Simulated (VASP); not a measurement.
## Hf: single point with r2SCAN

The system is Hf.

```
Hf
1.0
     3.19849    0.00000    0.00000
    -1.59924    2.76997    0.00000
     0.00000    0.00000    5.04644
Hf
2
Cartesian
  0.0000 1.8466 3.7848
  1.5992 0.9233 1.2616
```

```
Program                : VASP 6.6.1
Task                   : single point
Functional             : r2SCAN
Potentials or basis    : VASP PAW PBE potentials, release 64 (Hf_pv)
Cutoff                 : 520 eV
k mesh                 : 16 × 16 × 8
Occupations            : gaussian, width 0.05 eV
Spin                   : no spin polarisation
Dipole correction      : no
Further INCAR settings : ALGO = Normal; EDIFF = 1e-06; NBANDS = 17
```

```
Pressure               : -0.6 GPa
Band gap on the k mesh : zero (bands 10 and 11 overlap by 1.74 eV)
```

Stress tensor (GPa, compression positive):
```
-0.53  0.00  0.00
 0.00 -0.53  0.00
 0.00  0.00 -0.68
```

Levels at points of the mesh, in eV from the Fermi level:
```tsv
k point	band 6	band 7	band 8	band 9	band 10	band 11	band 12	band 13	band 14	band 15
(0.00, 0.00, 0.00)	-31.37	-7.77	-3.86	0.41	1.31	1.31	1.64	2.19	2.19	2.89
(0.50, 0.00, 0.00)	-31.46	-3.52	-2.87	-2.34	-1.04	0.92	0.94	1.82	6.18	6.69
(0.00, 0.00, 0.50)	-31.43	-5.70	-5.70	0.15	0.15	1.21	1.21	1.21	1.21	5.12
(0.50, 0.00, 0.50)	-31.57	-3.54	-3.54	-1.03	-1.03	1.06	1.06	2.86	2.86	6.38
```

Wall time 110 s on 1 thread of Intel(R) Xeon(R) 6975P-C (Granite Rapids), with other jobs on the host, peak memory 0.23 GiB.

Caveat: the PAW data sets were made with another functional, which shifts forces and pressure a little; spin-orbit coupling is left out, which moves the levels of the heavy elements.
